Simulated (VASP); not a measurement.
# Ge (Fd-3m) in VASP: single point with LDA

Aim: the single point of Ge with LDA.

Program: VASP 6.6.1. These are calculated values, not measurements. Logs are shortened: lines on timing, memory, paths and dates and some standing lists are left out, and cuts for length are marked.

### 1 The cell of the first run

The structure is cubic, space group Fd-3m (No. 227). Conventional cell: a = 5.623 Å, b = 5.623 Å, c = 5.623 Å, α = 90.00°, β = 90.00°, γ = 90.00°. Ge (site symmetry -43m) has 4 Ge at 2.43 Å within 3.2 Å.

### 2 Single point, LDA

INCAR reads:

```
SYSTEM = Ge
PREC = Accurate
ENCUT = 520
EDIFF = 1E-6
ISMEAR = -1
SIGMA = 0.13605693000000002
LREAL = .FALSE.
LASPH = .TRUE.
NELM = 80
ALGO = Normal
ISIF = 2
LWAVE = .FALSE.
LCHARG = .FALSE.
NBANDS = 21
```

KPOINTS reads:

```
Automatic mesh
0
G
  8 8 8
  0 0 0
```

POSCAR reads:

```
Ge
1.0
    0.0000000000      2.8114328462      2.8114328462
    2.8114328462      0.0000000000      2.8114328462
    2.8114328462      2.8114328462      0.0000000000
Ge
2
Direct
    0.0000000000      0.0000000000      0.0000000000
    0.2500000000      0.2500000000      0.2500000000
```

Potentials or basis: VASP PAW LDA potentials, release 64 (Ge_d).

The run is started by

```
$ cat potpaw_LDA.64/Ge_d/POTCAR > POTCAR
$ mpirun -np 1 vasp_std > vasp.out
```

OUTCAR:

```text
SYSTEM = Ge
   PREC = Accurate
   ENCUT = 520
   EDIFF = 1E-6
   ISMEAR = -1
   LREAL = .FALSE.
   LASPH = .TRUE.
   NELM = 80
   ISIF = 2

 ion  position               nearest neighbor table
   1  0.000  0.000  0.000-   2 2.43   2 2.43   2 2.43   2 2.43
   2  0.250  0.250  0.250-   1 2.43   1 2.43   1 2.43   1 2.43

  LATTYP: Found a face centered cubic cell.
 ALAT       =     5.6228656924

  Lattice vectors:

 A1 = (   0.0000000000,   2.8114328462,   2.8114328462)
 A2 = (   2.8114328462,   0.0000000000,   2.8114328462)
 A3 = (   2.8114328462,   2.8114328462,   0.0000000000)

Analysis of symmetry for initial positions (statically):
=====================================================================
 Subroutine PRICEL returns:
 Original cell was already a primitive cell.

 Routine SETGRP: Setting up the symmetry group for a
 face centered cubic supercell.

 Subroutine GETGRP returns: Found 48 space group operations
 (whereof 24 operations were pure point group operations)
 out of a pool of 48 trial point group operations.

The static configuration has the point symmetry T_d .
 The point group associated with its full space group is O_h .

Analysis of symmetry for dynamics (positions and initial velocities):
=====================================================================
 Subroutine PRICEL returns:
 Original cell was already a primitive cell.

 Routine SETGRP: Setting up the symmetry group for a
 face centered cubic supercell.

 Subroutine GETGRP returns: Found 48 space group operations
 (whereof 24 operations were pure point group operations)
 out of a pool of 48 trial point group operations.

The dynamic configuration has the point symmetry T_d .
 The point group associated with its full space group is O_h .

 Subroutine INISYM returns: Found 48 space group operations
 (whereof 24 operations are pure point group operations),
 and found     1 'primitive' translations

----------------------------------------------------------------------------------------

                                     Primitive cell

  volume of cell :      44.4440

  direct lattice vectors                    reciprocal lattice vectors
     0.000000000  2.811432846  2.811432846    -0.177845258  0.177845258  0.177845258
     2.811432846  0.000000000  2.811432846     0.177845258 -0.177845258  0.177845258
     2.811432846  2.811432846  0.000000000     0.177845258  0.177845258 -0.177845258

  length of vectors
     3.975966461  3.975966461  3.975966461     0.308037023  0.308037023  0.308037023

  position of ions in fractional coordinates (direct lattice)
     0.000000000  0.000000000  0.000000000
     0.250000000  0.250000000  0.250000000

  ion indices of the primitive-cell ions
   primitive index   ion index
                 1           1
                 2           2

----------------------------------------------------------------------------------------

 KPOINTS: Automatic mesh

Automatic generation of k-mesh.
 Grid dimensions read from file:
 generate k-points for:    8    8    8

 Generating k-lattice:

  Cartesian coordinates                     Fractional coordinates (reciprocal lattice)
    -0.022230657  0.022230657  0.022230657     0.125000000  0.000000000  0.000000000
     0.022230657 -0.022230657  0.022230657     0.000000000  0.125000000  0.000000000
     0.022230657  0.022230657 -0.022230657     0.000000000  0.000000000  0.125000000

  Length of vectors
     0.038504628  0.038504628  0.038504628

  Shift w.r.t. Gamma in fractional coordinates (k-lattice)
     0.000000000  0.000000000  0.000000000

 Subroutine IBZKPT returns following result:
 ===========================================

 Found     29 irreducible k-points:

 Following reciprocal coordinates:
            Coordinates               Weight
  0.000000  0.000000  0.000000      1.000000
  0.125000  0.000000  0.000000      8.000000
  0.250000  0.000000  0.000000      8.000000
  0.375000  0.000000  0.000000      8.000000
  0.500000  0.000000  0.000000      4.000000
  0.125000  0.125000  0.000000      6.000000
[... 16 lines left out ...]
  0.500000  0.250000  0.125000     48.000000
 -0.375000  0.250000  0.125000     24.000000
 [... further k-points ...]
   k-points           NKPTS =     29   k-points in BZ     NKDIM =     29   number of bands    NBANDS=     21
   number of dos      NEDOS =    301   number of ions     NIONS =      2
   total plane-waves  NPLWV =  27000
   dimension x,y,z NGX =    30 NGY =   30 NGZ =   30
   dimension x,y,z NGXF=    60 NGYF=   60 NGZF=   60
   ions per type =               2
   NGX,Y,Z   is equivalent  to a cutoff of  12.54, 12.54, 12.54 a.u.
   NGXF,Y,Z  is equivalent  to a cutoff of  25.09, 25.09, 25.09 a.u.
 SYSTEM =  Ge
   PREC   = accura    normal or accurate (medium, high low for compatibility)
   ISTART =      0    job   : 0-new  1-cont  2-samecut
   ICHARG =      2    charge: 1-file 2-atom 10-const
   ISPIN  =      1    spin polarized calculation?
   LNONCOLLINEAR =      F non collinear calculations
   LSORBIT =      F    spin-orbit coupling
   LASPH  =      T    aspherical Exc in radial PAW
   ENCUT  =  520.0 eV  38.22 Ry    6.18 a.u.   7.39  7.39  7.39*2*pi/ulx,y,z
   NELM   =     80;   NELMIN=  2; NELMDL= -5     # of ELM steps
   EDIFF  = 0.1E-05   stopping-criterion for ELM
   LREAL  =      F    real-space projection
   EDIFFG = 0.1E-04   stopping-criterion for IOM
   NSW    =      0    number of steps for IOM
   IBRION =     -1    ionic relax: 0-MD 1-quasi-New 2-CG
   NFREE  =      0    steps in history (QN), initial steepest desc. (CG)
   ISIF   =      2    stress and relaxation
   ISYM   =      2    0-nonsym 1-usesym 2-fastsym
   POTIM  = 0.5000    time-step for ionic-motion
   TEBEG  =    0.0;   TEEND  =   0.0 temperature during run
   PSTRESS=    0.0 pullay stress
   NELECT =      28.0000    total number of electrons
   NUPDOWN=      -1.0000    fix difference up-down
   EMIN   =  10.00;   EMAX   =-10.00  energy-range for DOS
   EFERMI =   0.00;   METHOD = LEGACY
   ISMEAR =    -1;   SIGMA  =   0.14  broadening in eV -4-tet -1-fermi 0-gaus
   EFERMI_NEDOS =   21; number of points for ismear=-14 and -15
   IALGO  =     38    algorithm
   IMIX   =      4    mixing-type and parameters
     AMIX     =   0.40;   BMIX     =  1.00
     AMIX_MAG =   1.60;   BMIX_MAG =  1.00
  volume/ion in A,a.u.               =      22.22       149.96
  Fermi-wavevector in a.u.,A,eV,Ry     =   1.403427  2.652092 26.798131  1.969607
  Thomas-Fermi vector in A             =   2.526090
   LORBIT       =      0    0 simple, 1 ext, 2 COOP (PROOUT), +10 PAW based schemes
   GGA     = CA    functional components
   LHFCALC =     F    Hartree Fock is set to
   AEXX    =    0.0000 exact exchange contribution
   IVDW    =     0    specifies the selected vdW correction
   LEPSILON=     F    determine dielectric tensor
   LRPA    =     F    only Hartree local field effects (RPA)
 non-spin polarized calculation
  energy-cutoff  :      520.00
  volume of cell :       44.44
 maximum number of plane-waves:      1243
 NGX is ok and might be reduce to    30
   NGX = 15   NGY = 15   NGZ = 15

 number of electron      28.0000032 magnetization

 Free energy of the ion-electron system (eV)
  ---------------------------------------------------
  ext. energy  EPLUGINS =         0.00000000
  ---------------------------------------------------
  free energy    TOTEN  =       -10.38423199 eV

  energy without entropy =      -10.37479055  energy(sigma->0) =      -10.37951127

 E-fermi :   4.9151     XC(G=0): -10.3762

 val. band max:        4.9063633406   @ k =   0.0000   0.0000   0.0000
 cond. band min:       4.9329740002   @ k =   0.0000   0.0000   0.0000
 fundamental gap:      0.0266106596
 Fermi energy:         4.9151337821

 k-point     1 :       0.0000    0.0000    0.0000
  band No.  band energies     occupation
      1     -20.0598      2.00000
      2     -20.0598      2.00000
      3     -20.0598      2.00000
      4     -20.0216      2.00000
      5     -20.0216      2.00000
      6     -19.8007      2.00000
[... 13 lines left out ...]
     20      14.5074      0.00000
     21      14.5074      0.00000

 k-point     2 :       0.1250    0.0000    0.0000
  band No.  band energies     occupation
      1     -20.0683      2.00000
      2     -20.0683      2.00000
      3     -20.0572      2.00000
      4     -20.0096      2.00000
      5     -20.0096      2.00000
      6     -19.8129      2.00000
[... 13 lines left out ...]
     20      13.5328      0.00000
     21      13.5328      0.00000

 k-point     3 :       0.2500    0.0000    0.0000
  band No.  band energies     occupation
      1     -20.0788      2.00000
      2     -20.0788      2.00000
      3     -20.0507      2.00000
      4     -19.9916      2.00000
      5     -19.9916      2.00000
      6     -19.8271      2.00000
[... 13 lines left out ...]
     20      13.2716      0.00000
     21      13.2716      0.00000

 k-point     4 :       0.3750    0.0000    0.0000
  band No.  band energies     occupation
      1     -20.0841      2.00000
      2     -20.0841      2.00000
      3     -20.0441      2.00000
      4     -19.9806      2.00000
      5     -19.9806      2.00000
      6     -19.8345      2.00000
[... 13 lines left out ...]
     20      14.4655      0.00000
     21      14.4655      0.00000

 k-point     5 :       0.5000    0.0000    0.0000
  band No.  band energies     occupation
      1     -20.0854      2.00000
      2     -20.0854      2.00000
      3     -20.0413      2.00000
      4     -19.9776      2.00000
      5     -19.9776      2.00000
      6     -19.8361      2.00000
[... 13 lines left out ...]
     20      16.0428      0.00000
     21      16.1792      0.00000
[... 382 lines left out ...]
     20      16.5296      0.00000
     21      17.8407      0.00000

 k-point    22 :       0.3750    0.2500    0.1250
  band No.  band energies     occupation
      1     -20.0898      2.00000
      2     -20.0871      2.00000
      3     -20.0422      2.00000
      4     -19.9835      2.00000
      5     -19.9535      2.00000
      6     -19.8809      2.00000
[... 13 lines left out ...]
     20      14.9731      0.00000
     21      15.3457      0.00000

 k-point    23 :       0.5000    0.2500    0.1250
  band No.  band energies     occupation
      1     -20.1023      2.00000
      2     -20.0940      2.00000
      3     -20.0194      2.00000
      4     -19.9679      2.00000
      5     -19.9402      2.00000
      6     -19.8899      2.00000
[... 13 lines left out ...]
     20      14.5568      0.00000
     21      16.4319      0.00000

 k-point    24 :      -0.3750    0.2500    0.1250
  band No.  band energies     occupation
      1     -20.1077      2.00000
      2     -20.0954      2.00000
      3     -20.0091      2.00000
      4     -19.9563      2.00000
      5     -19.9418      2.00000
      6     -19.8846      2.00000
[... 13 lines left out ...]
     20      15.8360      0.00000
     21      16.4158      0.00000

 [... further k-points ...]

------------------------ aborting loop because EDIFF is reached ----------------------------------------

  FORCE on cell =-STRESS in cart. coord.  units (eV):
  Direction    XX          YY          ZZ          XY          YZ          ZX
  --------------------------------------------------------------------------------------
  -------------------------------------------------------------------------------------
  Total        0.0636037      0.0636037      0.0636037     -0.0000000      0.0000000     -0.0000000
  in kB        2.2928711      2.2928711      2.2928711     -0.0000000      0.0000000     -0.0000000
  external PRESSURE =       2.2928711 kB  Pullay stress =       0.0000000 kB

 VOLUME and BASIS-vectors are now :
 -----------------------------------------------------------------------------
  energy-cutoff  :      520.00
  volume of cell :       44.44
      direct lattice vectors                 reciprocal lattice vectors
     0.000000000  2.811432846  2.811432846    -0.177845258  0.177845258  0.177845258
     2.811432846  0.000000000  2.811432846     0.177845258 -0.177845258  0.177845258
     2.811432846  2.811432846  0.000000000     0.177845258  0.177845258 -0.177845258

 POSITION                                       TOTAL-FORCE (eV/Angst)
 -----------------------------------------------------------------------------------
      0.00000      0.00000      0.00000         0.000000      0.000000      0.000000
      1.40572      1.40572      1.40572        -0.000000     -0.000000     -0.000000
 -----------------------------------------------------------------------------------
    total drift:                                0.000000     -0.000000      0.000000

  FREE ENERGIE OF THE ION-ELECTRON SYSTEM (eV)
  ---------------------------------------------------
  free  energy   TOTEN  =       -10.3842319866 eV

  energy  without entropy=      -10.3747905525  energy(sigma->0) =      -10.37951127
```

Wall time 22 s (1 thread of Intel Xeon Platinum 8259CL at 2.50GHz (Skylake/Cascade Lake), shared host); peak memory 0.15 GiB.

What came out:

```yaml
Free_energy: -10.3842 eV
Pressure: 0.2 GPa
Band_gap_on_the_k_mesh: 0.03 eV, direct
```

Levels at points of the mesh, in eV from the valence-band top:
| k point | band 11 | band 12 | band 13 | band 14 | band 15 | band 16 | band 17 | band 18 |
| --- | --- | --- | --- | --- | --- | --- | --- | --- |
| (0.00, 0.00, 0.00) | -12.95 | 0.00 | 0.00 | 0.00 | 0.03 | 2.54 | 2.54 | 2.54 |
| (0.50, 0.00, 0.00) | -10.81 | -7.72 | -1.43 | -1.43 | 0.12 | 3.73 | 3.73 | 6.98 |
| (0.50, 0.50, 0.00) | -8.99 | -8.99 | -3.14 | -3.14 | 0.64 | 0.64 | 9.56 | 9.56 |

A k mesh can miss the band edges.
